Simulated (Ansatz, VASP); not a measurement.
## Ga3Se: VASP beside Ansatz

```xyz
4
Lattice="4.3709 0.0000 0.0000 0.0000 4.3709 0.0000 0.0000 0.0000 4.4789" Properties=species:S:1:pos:R:3 pbc="T T T"
Ga    0.0000    2.1854    2.2394
Ga    2.1854    0.0000    2.2394
Ga    2.1854    2.1854    0.0000
Se    0.0000    0.0000    0.0000
```

Alike in both runs: functional PBE; k mesh 12 × 12 × 10; occupations gaussian, width 0.1 eV; no spin polarisation.

Ansatz relaxed the structure, and its values are those at the end. VASP's run is a single point on that final structure, the one shown.

|  | VASP | Ansatz |
| --- | --- | --- |
| version | VASP 6.6.1 | Ansatz 0.2.0 |
| potentials or method | VASP PAW PBE potentials, release 64 (Ga_d, Se), cutoff 520 eV | scalar-relativistic, plane waves, PAW |
| valence electrons in the cell | 45 | 55 |

```csv
,VASP,Ansatz,Ansatz less VASP
gap on the k mesh at the Fermi level (eV),none,none,-
pressure (GPa),0.0,0.0,-0.05
```

A gap of «none» marks a metal or a gap that the smearing closes. The functional is the same, so the differences come from potentials, cutoffs and numerics. VASP's potentials hold 45 valence electrons a cell and Ansatz's 55, so a difference there can come from the potentials and not from the codes.
